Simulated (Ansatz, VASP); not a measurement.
## One calculation of WC, two programs

```
W C
1.0
    -2.90014   -0.00047   -2.82699
     1.44966   -2.51088    0.00000
    -2.90014   -0.00047    2.82699
W C
2 2
Direct
  0.00000 0.00000 0.00000
  0.50000 0.00000 0.50000
  0.91667 0.66667 0.41667
  0.41667 0.66667 0.91667
```

Alike in both runs: functional PBEsol; k mesh 7 × 7 × 7; occupations fermi-dirac, width 0.1298 eV; collinear spin; Hubbard terms W d U = 1.28 eV.

Ansatz relaxed the structure, and its values are those at the end. VASP's run is a single point on that final structure, the one shown.

|  | VASP | Ansatz |
| --- | --- | --- |
| version | VASP 6.6.1 | Ansatz 0.2.0 |
| potentials or method | VASP PAW PBE potentials, release 64 (W_sv, C), cutoff 520 eV | PAW plane waves |
| valence electrons in the cell | 36 | 36 |

Ansatz gave:

- gap on the k mesh at the Fermi level (eV): none
- pressure (GPa): 0.0

**Question.** What did VASP give for the same quantities?

**Answer.** gap on the k mesh at the Fermi level (eV): none; pressure (GPa): 3.9.

VASP's potentials were made for PBE, not for PBEsol. The programs project onto different local orbitals, so the same U acts differently, and such runs can settle in different states. A gap of «none» marks a metal or a gap that the smearing closes. Ansatz's warnings: filled band counts differ across k points, magnetic order settling ended, no starting moments, structure snapped to symmetry.

Spin-orbit coupling is off throughout.
